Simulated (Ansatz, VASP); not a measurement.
**N in VASP and in Ansatz**

INCAR

```
PREC     = Accurate       # precision mode
ENCUT    = 520            # plane-wave cutoff, eV
EDIFF    = 1E-6           # SCF threshold, eV
ISMEAR   = -1             # smearing method
SIGMA    = 0.02           # smearing width, eV
LREAL    = False          # projectors in reciprocal space
LASPH    = True           # aspherical terms in the spheres
NELM     = 80             # most SCF steps
ALGO     = Normal         # electronic algorithm
ISIF     = 2              # what is computed and relaxed
LWAVE    = False          # write WAVECAR
LCHARG   = False          # write CHGCAR
GGA      = PE             # functional
NBANDS   = 12             # bands
```

The input KPOINTS:

```
Automatic mesh
0
Gamma
  10 10 5
```

File POSCAR:

```
N
1.0
    3.6589947589      0.0000000000      0.0000000000
   -1.8294973795      3.1687824136      0.0000000000
    0.0000000000      0.0000000000      5.9386798935
N
2
Direct
    0.3333333333      0.6666666667      0.2500000000
    0.6666666667      0.3333333333      0.7500000000
```

Input for Ansatz:

```yaml
crystal:
  lattice:
    - [3.6589947589, 0.0, 0.0]
    - [-1.8294973795, 3.1687824136, 0.0]
    - [0.0, 0.0, 5.9386798935]
  atoms:
    - { symbol: "N", position: [0.3333333333, 0.6666666667, 0.25] }
    - { symbol: "N", position: [0.6666666667, 0.3333333333, 0.75] }
kpoints:
  mp_grid: { grid: [10, 10, 5] }
scf:
  occupations: { method: fermi_dirac, width: 0.02 }
hamiltonian:
  xc: pbe
  pseudopotentials: { kind: all_electron, lapw: { basis_error: 0.0005 } }
output:
  forces: true
  stress: true
  eigenvalues: true
```

Change from the starting cell: volume scaled by 1.025.

Alike in both runs: task single point; functional PBE; k mesh 10 × 10 × 5; occupations fermi-dirac, width 0.02 eV; no spin polarisation.

|  | VASP | Ansatz |
| --- | --- | --- |
| version | VASP 6.6.1 | Ansatz 0.2.0 |
| potentials or method | VASP PAW PBE potentials, release 64 (N), cutoff 520 eV | all-electron LAPW, scalar-relativistic |

|  | VASP | Ansatz | Ansatz less VASP |
| --- | --- | --- | --- |
| pressure (GPa) | -6.9 | -6.8 | +0.05 |

Ansatz ran all-electron here, and VASP with PAW potentials.
